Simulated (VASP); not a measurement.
# Ge (P6/mmm) in VASP: a series of runs

Ge is run at these levels: revPBE; tasks: single point.

All numbers are computed with VASP 6.6.1; they aren't measurements. Logs are shortened: lines on timing, memory, paths and dates and some standing lists are left out, and cuts for length are marked.

## (1) The cell of the first run

The structure is hexagonal, space group P6/mmm (No. 191). The conventional cell has a = 4.730 Å, b = 4.730 Å, c = 2.688 Å, α = 90.00°, β = 90.00°, γ = 120.00°. Within 3.5 Å of Ge (site symmetry 6/mmm) lie 14 Ge at 2.69 to 3.04 Å. Within 3.5 Å of Ge (site symmetry -6m2) lie 11 Ge at 2.69 to 3.04 Å.

This isn't the form of Ge at room conditions, which is diamond.

## (2) Single point, revPBE (17.36 Å³/atom)

INCAR reads:

```
PREC = Accurate ; ENCUT = 520
EDIFF = 1E-7 ; ISMEAR = -1
SIGMA = 0.1 ; LREAL = F
LASPH = T ; NELM = 80
ALGO = Normal ; ISIF = 2
LWAVE = F ; LCHARG = F
GGA = RE ; NBANDS = 28
```

KPOINTS reads:

```
regular mesh
0
Gamma
  8 8 13
```

POSCAR reads:

```
Ge
1.0
    4.7302980990      0.0000000000      0.0000000000
   -2.3651490495      4.0965583212      0.0000000000
    0.0000000000      0.0000000000      2.6877000289
Ge
3
Direct
    0.0000000000      1.0000000000      0.0000000000
    0.3333333333      0.6666666667      0.5000000000
    0.6666666667      0.3333333333      0.5000000000
```

Potentials or basis: VASP PAW PBE potentials, release 64 (Ge_d).

Command:

```console
$ cat potpaw_PBE.64/Ge_d/POTCAR > POTCAR
$ mpirun -np 1 vasp_std > vasp.out
```

OUTCAR:

```text
PREC = Accurate
   ENCUT = 520
   EDIFF = 1E-7
   ISMEAR = -1
   LREAL = F
   LASPH = T
   NELM = 80
   ISIF = 2
   GGA = RE

 ion  position               nearest neighbor table
   1  0.000  0.000  0.000-
   2  0.333  0.667  0.500-   3 2.73   3 2.73   3 2.73
   3  0.667  0.333  0.500-   2 2.73   2 2.73   2 2.73

  LATTYP: Found a hexagonal cell.
 ALAT       =     4.7302980990
 C/A-ratio  =     0.5681882986

  Lattice vectors:

 A1 = (   4.7302980990,   0.0000000000,   0.0000000000)
 A2 = (  -2.3651490495,   4.0965583212,   0.0000000000)
 A3 = (   0.0000000000,   0.0000000000,   2.6877000289)

Analysis of symmetry for initial positions (statically):
=====================================================================
 Subroutine PRICEL returns:
 Original cell was already a primitive cell.

 Routine SETGRP: Setting up the symmetry group for a
 hexagonal supercell.

 Subroutine GETGRP returns: Found 24 space group operations
 (whereof 24 operations were pure point group operations)
 out of a pool of 24 trial point group operations.

The static configuration has the point symmetry D_6h.

Analysis of symmetry for dynamics (positions and initial velocities):
=====================================================================
 Subroutine PRICEL returns:
 Original cell was already a primitive cell.

 Routine SETGRP: Setting up the symmetry group for a
 hexagonal supercell.

 Subroutine GETGRP returns: Found 24 space group operations
 (whereof 24 operations were pure point group operations)
 out of a pool of 24 trial point group operations.

The dynamic configuration has the point symmetry D_6h.

 Subroutine INISYM returns: Found 24 space group operations
 (whereof 24 operations are pure point group operations),
 and found     1 'primitive' translations

----------------------------------------------------------------------------------------

                                     Primitive cell

  volume of cell :      52.0821

  direct lattice vectors                    reciprocal lattice vectors
     4.730298099  0.000000000  0.000000000     0.211403167  0.122053675  0.000000000
    -2.365149049  4.096558321  0.000000000     0.000000000  0.244107351  0.000000000
     0.000000000  0.000000000  2.687700029     0.000000000  0.000000000  0.372065331

  length of vectors
     4.730298099  4.730298099  2.687700029     0.244107351  0.244107351  0.372065331

  position of ions in fractional coordinates (direct lattice)
     0.000000000  0.000000000  0.000000000
     0.333333333  0.666666667  0.500000000
     0.666666667  0.333333333  0.500000000

  ion indices of the primitive-cell ions
   primitive index   ion index
                 1           1
                 2           2
                 3           3

----------------------------------------------------------------------------------------

 KPOINTS: regular mesh

Automatic generation of k-mesh.
 Grid dimensions read from file:
 generate k-points for:    8    8   13

 Generating k-lattice:

  Cartesian coordinates                     Fractional coordinates (reciprocal lattice)
     0.026425396  0.015256709  0.000000000     0.125000000 -0.000000000  0.000000000
     0.000000000  0.030513419  0.000000000     0.000000000  0.125000000  0.000000000
     0.000000000  0.000000000  0.028620410     0.000000000  0.000000000  0.076923077

  Length of vectors
     0.030513419  0.030513419  0.028620410

  Shift w.r.t. Gamma in fractional coordinates (k-lattice)
     0.000000000  0.000000000  0.000000000

 Subroutine IBZKPT returns following result:
 ===========================================

 Found     70 irreducible k-points:

 Following reciprocal coordinates:
            Coordinates               Weight
  0.000000  0.000000  0.000000      1.000000
  0.125000 -0.000000  0.000000      6.000000
  0.250000 -0.000000  0.000000      6.000000
  0.375000  0.000000  0.000000      6.000000
  0.500000 -0.000000  0.000000      3.000000
  0.125000  0.125000  0.000000      6.000000
[... 16 lines left out ...]
  0.250000 -0.000000  0.153846     12.000000
  0.375000  0.000000  0.153846     12.000000
 [... further k-points ...]
   k-points           NKPTS =     70   k-points in BZ     NKDIM =     70   number of bands    NBANDS=     28
   number of dos      NEDOS =    301   number of ions     NIONS =      3
   total plane-waves  NPLWV =  25920
   dimension x,y,z NGX =    36 NGY =   36 NGZ =   20
   dimension x,y,z NGXF=    72 NGYF=   72 NGZF=   40
   ions per type =               3
   NGX,Y,Z   is equivalent  to a cutoff of  12.65, 12.65, 12.37 a.u.
   NGXF,Y,Z  is equivalent  to a cutoff of  25.30, 25.30, 24.74 a.u.
 SYSTEM =  unknown system
   PREC   = accura    normal or accurate (medium, high low for compatibility)
   ISTART =      0    job   : 0-new  1-cont  2-samecut
   ICHARG =      2    charge: 1-file 2-atom 10-const
   ISPIN  =      1    spin polarized calculation?
   LNONCOLLINEAR =      F non collinear calculations
   LSORBIT =      F    spin-orbit coupling
   LASPH  =      T    aspherical Exc in radial PAW
   ENCUT  =  520.0 eV  38.22 Ry    6.18 a.u.   8.80  8.80  5.00*2*pi/ulx,y,z
   NELM   =     80;   NELMIN=  2; NELMDL= -5     # of ELM steps
   EDIFF  = 0.1E-06   stopping-criterion for ELM
   LREAL  =      F    real-space projection
   EDIFFG = 0.1E-05   stopping-criterion for IOM
   NSW    =      0    number of steps for IOM
   IBRION =     -1    ionic relax: 0-MD 1-quasi-New 2-CG
   NFREE  =      0    steps in history (QN), initial steepest desc. (CG)
   ISIF   =      2    stress and relaxation
   ISYM   =      2    0-nonsym 1-usesym 2-fastsym
   POTIM  = 0.5000    time-step for ionic-motion
   TEBEG  =    0.0;   TEEND  =   0.0 temperature during run
   PSTRESS=    0.0 pullay stress
   NELECT =      42.0000    total number of electrons
   NUPDOWN=      -1.0000    fix difference up-down
   EMIN   =  10.00;   EMAX   =-10.00  energy-range for DOS
   EFERMI =   0.00;   METHOD = LEGACY
   ISMEAR =    -1;   SIGMA  =   0.10  broadening in eV -4-tet -1-fermi 0-gaus
   EFERMI_NEDOS =   21; number of points for ismear=-14 and -15
   IALGO  =     38    algorithm
   IMIX   =      4    mixing-type and parameters
     AMIX     =   0.40;   BMIX     =  1.00
     AMIX_MAG =   1.60;   BMIX_MAG =  1.00
  volume/ion in A,a.u.               =      17.36       117.16
  Fermi-wavevector in a.u.,A,eV,Ry     =   1.523802  2.879568 31.592341  2.321972
  Thomas-Fermi vector in A             =   2.632195
   LORBIT       =      0    0 simple, 1 ext, 2 COOP (PROOUT), +10 PAW based schemes
   GGA     = RE    functional components
   LHFCALC =     F    Hartree Fock is set to
   AEXX    =    0.0000 exact exchange contribution
   IVDW    =     0    specifies the selected vdW correction
   LEPSILON=     F    determine dielectric tensor
   LRPA    =     F    only Hartree local field effects (RPA)
 non-spin polarized calculation
  energy-cutoff  :      520.00
  volume of cell :       52.08
 maximum number of plane-waves:      1438
 NGX is ok and might be reduce to    36
   NGX = 17   NGY = 17   NGZ =  9

 number of electron      41.9999975 magnetization

 Free energy of the ion-electron system (eV)
  ---------------------------------------------------
  ext. energy  EPLUGINS =         0.00000000
  ---------------------------------------------------
  free energy    TOTEN  =       -11.47297275 eV

  energy without entropy =      -11.43229531  energy(sigma->0) =      -11.45263403

 E-fermi :   7.7312     XC(G=0): -11.6366

 val. band max:        7.7224733755   @ k =   0.3750   0.2500   0.3077
 cond. band min:       7.7535880348   @ k =   0.1250  -0.0000   0.3077
 fundamental gap:      0.0311146593
 Fermi energy:         7.7312284011

 k-point     1 :       0.0000    0.0000    0.0000
  band No.  band energies     occupation
      1     -17.2365      2.00000
      2     -17.1418      2.00000
      3     -17.1418      2.00000
      4     -17.0765      2.00000
      5     -17.0765      2.00000
      6     -17.0605      2.00000
[... 20 lines left out ...]
     27      19.1363      0.00000
     28      19.2735      0.00000

 k-point     2 :       0.1250   -0.0000    0.0000
  band No.  band energies     occupation
      1     -17.2362      2.00000
      2     -17.1425      2.00000
      3     -17.1424      2.00000
      4     -17.0768      2.00000
      5     -17.0764      2.00000
      6     -17.0593      2.00000
[... 20 lines left out ...]
     27      18.8368      0.00000
     28      19.0154      0.00000

 k-point     3 :       0.2500   -0.0000    0.0000
  band No.  band energies     occupation
      1     -17.2353      2.00000
      2     -17.1446      2.00000
      3     -17.1441      2.00000
      4     -17.0774      2.00000
      5     -17.0758      2.00000
      6     -17.0556      2.00000
[... 20 lines left out ...]
     27      17.9285      0.00000
     28      18.6059      0.00000

 k-point     4 :       0.3750    0.0000    0.0000
  band No.  band energies     occupation
      1     -17.2345      2.00000
      2     -17.1479      2.00000
      3     -17.1456      2.00000
      4     -17.0781      2.00000
      5     -17.0751      2.00000
      6     -17.0496      2.00000
[... 20 lines left out ...]
     27      18.0543      0.00000
     28      18.3052      0.00000

 k-point     5 :       0.5000   -0.0000    0.0000
  band No.  band energies     occupation
      1     -17.2341      2.00000
      2     -17.1496      2.00000
      3     -17.1463      2.00000
      4     -17.0783      2.00000
      5     -17.0747      2.00000
      6     -17.0452      2.00000
[... 20 lines left out ...]
     27      16.7943      0.00000
     28      18.1967      0.00000

 k-point     6 :       0.1250    0.1250    0.0000
  band No.  band energies     occupation
      1     -17.2356      2.00000
      2     -17.1439      2.00000
      3     -17.1436      2.00000
      4     -17.0771      2.00000
      5     -17.0761      2.00000
      6     -17.0568      2.00000
[... 463 lines left out ...]
      5     -17.0982      2.00000
      6     -17.0153      2.00000
[... 20 lines left out ...]
     27      16.7846      0.00000
     28      19.9072      0.00000

 k-point    22 :       0.1250   -0.0000    0.1538
  band No.  band energies     occupation
      1     -17.1878      2.00000
      2     -17.1426      2.00000
      3     -17.1423      2.00000
      4     -17.0985      2.00000
      5     -17.0983      2.00000
      6     -17.0136      2.00000
[... 20 lines left out ...]
     27      16.3298      0.00000
     28      19.8010      0.00000

 k-point    23 :       0.2500   -0.0000    0.1538
  band No.  band energies     occupation
      1     -17.1873      2.00000
      2     -17.1432      2.00000
      3     -17.1431      2.00000
      4     -17.0985      2.00000
      5     -17.0982      2.00000
      6     -17.0094      2.00000
[... 20 lines left out ...]
     27      15.0437      0.00000
     28      18.7849      0.00000

 k-point    24 :       0.3750    0.0000    0.1538
  band No.  band energies     occupation
      1     -17.1868      2.00000
      2     -17.1446      2.00000
      3     -17.1437      2.00000
      4     -17.0989      2.00000
      5     -17.0967      2.00000
      6     -17.0044      2.00000
[... 20 lines left out ...]
     27      14.6239      0.00000
     28      18.0400      0.00000

 [... further k-points ...]
[... 5 lines left out ...]
  --------------------------------------------------------------------------------------
  -------------------------------------------------------------------------------------
  Total        3.1838913      3.1838913      3.7986851     -0.0000000     -0.0000000     -0.0000000
  in kB       97.9445710     97.9445710    116.8571868     -0.0000000     -0.0000000     -0.0000000
  external PRESSURE =     104.2487762 kB  Pullay stress =       0.0000000 kB

 VOLUME and BASIS-vectors are now :
 -----------------------------------------------------------------------------
  energy-cutoff  :      520.00
  volume of cell :       52.08
      direct lattice vectors                 reciprocal lattice vectors
     4.730298099  0.000000000  0.000000000     0.211403167  0.122053675  0.000000000
    -2.365149049  4.096558321  0.000000000     0.000000000  0.244107351  0.000000000
     0.000000000  0.000000000  2.687700029     0.000000000  0.000000000  0.372065331

 POSITION                                       TOTAL-FORCE (eV/Angst)
 -----------------------------------------------------------------------------------
      0.00000      0.00000      0.00000        -0.000000      0.000000      0.000000
     -0.00000      2.73104      1.34385        -0.000000      0.000000     -0.000000
      2.36515      1.36552      1.34385         0.000000      0.000000      0.000000
 -----------------------------------------------------------------------------------
    total drift:                                0.000000      0.000000     -0.000000

  FREE ENERGIE OF THE ION-ELECTRON SYSTEM (eV)
  ---------------------------------------------------
  free  energy   TOTEN  =       -11.4729727531 eV

  energy  without entropy=      -11.4322953113  energy(sigma->0) =      -11.45263403
```

Run time: 67 s. Hardware: 1 thread of Intel Xeon Platinum 8259CL at 2.50GHz (Skylake/Cascade Lake), shared host; peak memory 0.21 GiB.

Results:

| Quantity | Value |
| --- | --- |
| Free energy | -11.4730 eV |
| Pressure | 10.4 GPa |
| Band gap on the k mesh | zero (bands 21 and 22 overlap by 5.37 eV) |

Levels at points of the mesh, in eV from the Fermi level:
```csv
k point,band 19,band 20,band 21,band 22,band 23,band 24
"(0.00, 0.00, 0.00)",-3.64,-3.64,-3.56,-3.56,5.79,9.45
"(0.50, 0.00, 0.00)",-5.95,1.10,1.21,2.87,3.14,4.86
```

Caveat: the cell stands under pressure; the PAW data sets were made with another functional, which shifts forces and pressure a little.

## (3) Single point, revPBE (18.94 Å³/atom)

This run uses another cell than the first one, of 18.94 Å³/atom.

INCAR reads:

```
SYSTEM = Ge
ALGO = Normal
EDIFF = 1E-6
ENCUT = 520
GGA = RE
ISIF = 2
ISMEAR = -1
LASPH = .TRUE.
LCHARG = .TRUE.
LELF = .TRUE.
LREAL = .FALSE.
LVHAR = .TRUE.
LWAVE = .FALSE.
NBANDS = 28
NELM = 100
PREC = Accurate
SIGMA = 0.1
```

KPOINTS reads:

```
k-points
0
G
  8 8 13
  0 0 0
```

POSCAR reads:

```
Ge
1.0
    4.8695036690      0.0000000000      0.0000000000
   -2.4347518345      4.2171138812      0.0000000000
    0.0000000000      0.0000000000      2.7667950049
Ge
3
Direct
    0.0000000000      1.0000000000      0.0000000000
    0.3333333333      0.6666666667      0.5000000000
    0.6666666667      0.3333333333      0.5000000000
```

Potentials or basis: VASP PAW PBE potentials, release 64 (Ge_d).

Command:

```console
$ cat potpaw_PBE.64/Ge_d/POTCAR > POTCAR
$ mpirun -np 1 vasp_std > vasp.out
```

It took 72 s on 1 thread of Intel Xeon Platinum 8259CL at 2.50GHz (Skylake/Cascade Lake), shared host; peak memory 0.22 GiB.

The run converged. Its results:

```
Free energy            : -11.6627 eV
Pressure               : 2.8 GPa
Band gap on the k mesh : zero (bands 21 and 22 overlap by 4.77 eV)
```

Stress tensor (GPa, compression positive):
```
2.33 0.00 0.00
0.00 2.33 0.00
0.00 0.00 3.63
```

Levels at points of the mesh, in eV from the Fermi level:
| k point | band 19 | band 20 | band 21 | band 22 | band 23 | band 24 |
| --- | --- | --- | --- | --- | --- | --- |
| (0.00, 0.00, 0.00) | -3.25 | -3.25 | -3.17 | -3.17 | 5.42 | 8.61 |
| (0.50, 0.00, 0.00) | -5.39 | 0.91 | 1.01 | 2.78 | 3.07 | 4.52 |

Caveat: the PAW data sets were made with another functional, which shifts forces and pressure a little.

## (4) Single point, revPBE (19.73 Å³/atom)

This run uses another cell than the first one, of 19.73 Å³/atom.

INCAR reads:

```
SYSTEM = Ge
ALGO = Normal ; EDIFF = 1E-6
ENCUT = 520 ; GGA = RE
ISIF = 2 ; ISMEAR = -1
LASPH = .True. ; LCHARG = .False.
LREAL = .False. ; LWAVE = .False.
NBANDS = 28 ; NELM = 60
PREC = Accurate ; SIGMA = 0.1
```

KPOINTS reads:

```
k-points
0
Gamma
  8 8 13
  0 0 0
```

POSCAR reads:

```
Ge
1.0
    4.9362174888      0.0000000000      0.0000000000
   -2.4681087444      4.2748897439      0.0000000000
    0.0000000000      0.0000000000      2.8047010167
Ge
3
Direct
    0.0000000000      1.0000000000      0.0000000000
    0.3333333333      0.6666666667      0.5000000000
    0.6666666667      0.3333333333      0.5000000000
```

Command:

```console
$ cat potpaw_PBE.64/Ge_d/POTCAR > POTCAR
$ mpirun -np 1 vasp_std > vasp.out
```

Wall time 1.8 min (1 thread of Intel Xeon Platinum 8259CL at 2.50GHz (Skylake/Cascade Lake), shared host); peak memory 0.23 GiB.

The run converged. Its results:

| Quantity | Value |
| --- | --- |
| Free energy | -11.6843 eV |
| Pressure | 0.1 GPa |
| Band gap on the k mesh | zero (bands 21 and 22 overlap by 4.50 eV) |

Stress tensor (GPa, compression positive):
```
-0.31  0.00  0.00
 0.00 -0.31  0.00
 0.00  0.00  0.78
```

Levels at points of the mesh, in eV from the Fermi level:
```tsv
k point	band 19	band 20	band 21	band 22	band 23	band 24
(0.00, 0.00, 0.00)	-3.09	-3.09	-3.00	-3.00	5.24	8.22
(0.50, 0.00, 0.00)	-5.15	0.81	0.91	2.72	3.03	4.36
```

Caveat: the PAW data sets were made with another functional, which shifts forces and pressure a little.

## (5) Summary

```csv
cell,gap on the mesh (eV),pressure (GPa)
"a = 4.730, b = 4.730, c = 2.688 Å, angles 90.0, 90.0, 120.0°, 3 atoms",none,10.4
"a = 4.870, b = 4.870, c = 2.767 Å, angles 90.0, 90.0, 120.0°, 3 atoms",none,2.8
"a = 4.936, b = 4.936, c = 2.805 Å, angles 90.0, 90.0, 120.0°, 3 atoms",none,0.1
```

Alike in all rows: task single point; level revPBE; potentials or basis VASP PAW PBE potentials, release 64 (Ge_d); no spin polarisation; k mesh 8 × 8 × 13; cutoff (eV) 520; smearing fermi-dirac 0.1 eV.

Caveats: the PAW data sets were made with another functional, which shifts forces and pressure a little; the cell stands under pressure (at least some runs).

Total energies depend on the potentials used, so only differences within one code and one set of settings carry meaning.

The gap in the log of VASP goes by the Fermi energy; the results here count the filled bands.